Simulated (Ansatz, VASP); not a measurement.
## Sr3Ta2O: VASP beside Ansatz

```xyz
6
Lattice="4.1786 0.0000 0.0000 0.0000 4.1786 0.0000 0.0000 0.0000 9.5525" Properties=species:S:1:pos:R:3 pbc="T T T"
Sr    2.0893    0.0000    7.5221
Sr    0.0000    2.0893    7.5221
Sr    0.0000    0.0000    1.9738
Ta    2.0893    2.0893    4.2520
Ta    0.0000    0.0000    5.0128
O     2.0893    2.0893    2.3747
```

Change from the starting cell: species swapped into the Zr2P3S type (P4mm, No. 99).

Alike in both runs: functional PBE; k mesh 10 × 10 × 4; occupations gaussian, width 0.1 eV; no spin polarisation.

Ansatz relaxed the structure, and its values are those at the end. VASP's run is a single point on that final structure, the one shown.

```csv
,VASP,Ansatz
version,VASP 6.6.1,Ansatz 0.2.0
potentials or method,"VASP PAW PBE potentials, release 64 (Sr_sv, Ta_pv, O), cutoff 520 eV","scalar-relativistic, plane waves, PAW"
valence electrons in the cell,58,62
```

VASP gave:

```
gap on the k mesh at the Fermi level (eV) : none
pressure (GPa)                            : 0.2
rms of the force components (eV/Å)        : 0.057
```

Problem. Which values does Ansatz return?

Solution. gap on the k mesh at the Fermi level (eV): none; pressure (GPa): 0.0; rms of the force components (eV/Å): 0.002.

A gap of «none» marks a metal or a gap that the smearing closes. With one functional, cell and mesh, what is left measures potentials, basis and numerics. VASP's potentials hold 58 valence electrons a cell and Ansatz's 62, so a difference there can come from the potentials and not from the codes.

Neither program's run includes spin-orbit coupling.
